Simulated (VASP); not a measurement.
Write the native input for VASP 6.6.1 that does the following.

```
Task                               : single point
Functional                         : PBEsol-based screened hybrid with 25 % exact exchange
Potentials or basis                : VASP PAW PBE potentials, release 64 (Se, Zn)
Cutoff                             : 520 eV
k mesh                             : 4 × 4 × 4
Occupations                        : fermi-dirac, width 0.05 eV
Spin                               : no spin polarisation
Dipole correction                  : no
Grid for exact exchange (PRECFOCK) : Normal
Share of exact exchange            : 0.25
Further INCAR settings             : ALGO = Normal; EDIFF = 1e-06; NBANDS = 16
Screening parameter                : 0.207 1/Å
```

The system is ZnSe.

```xyz
2
Lattice="0.0000 2.8338 2.8338 2.8338 0.0000 2.8338 2.8338 2.8338 0.0000" Properties=species:S:1:pos:R:3 pbc="T T T"
Se    4.2507    4.2507    4.2507
Zn    0.0000    0.0000    0.0000
```

The input as run:

POSCAR

```
ZnSe
1.0
    0.0000000000      2.8338000000      2.8338000000
    2.8338000000      0.0000000000      2.8338000000
    2.8338000000      2.8338000000      0.0000000000
Se Zn
1 1
Direct
    0.7500000000      0.7500000000      0.7500000000
    0.0000000000      0.0000000000      0.0000000000
```

INCAR.step1

```
PREC = Accurate ; ENCUT = 520
EDIFF = 1E-5 ; ISMEAR = -1
SIGMA = 0.05 ; LREAL = False
LASPH = True ; NELM = 60
ALGO = Normal ; ISIF = 2
LWAVE = True ; LCHARG = False
GGA = PE ; NBANDS = 16
```

INCAR.step2

```
PREC = Accurate ; ENCUT = 520
EDIFF = 1E-6 ; ISMEAR = -1
SIGMA = 0.05 ; LREAL = False
LASPH = True ; NELM = 60
ALGO = Normal ; ISIF = 2
LWAVE = False ; LCHARG = False
GGA = PS ; LHFCALC = True
AEXX = 0.25 ; HFSCREEN = 0.207
PRECFOCK = Normal ; ISTART = 1
NBANDS = 16
```

KPOINTS

```
regular mesh
0
Gamma
  4 4 4
```

Potentials or basis: VASP PAW PBE potentials, release 64 (Se, Zn).

Launch:

```console
$ cat potpaw_PBE.64/Se/POTCAR potpaw_PBE.64/Zn/POTCAR > POTCAR
$ cp INCAR.step1 INCAR
$ mpirun -np 1 vasp_std > vasp.out
$ cp INCAR.step2 INCAR
$ mpirun -np 1 vasp_std > vasp.out
```

Results of the run:

```yaml
Pressure: -0.9 GPa
Band_gap_on_the_k_mesh: 2.29 eV
```

Caveat: the k points lie up to 0.48 Å⁻¹ apart; the PAW data sets were made with another functional, which shifts forces and pressure a little.

Wall time 6.5 min on 1 thread of Intel(R) Xeon(R) Platinum 8259CL CPU @ 2.50GHz (Skylake/Cascade Lake), with other jobs on the host, peak memory 0.28 GiB.
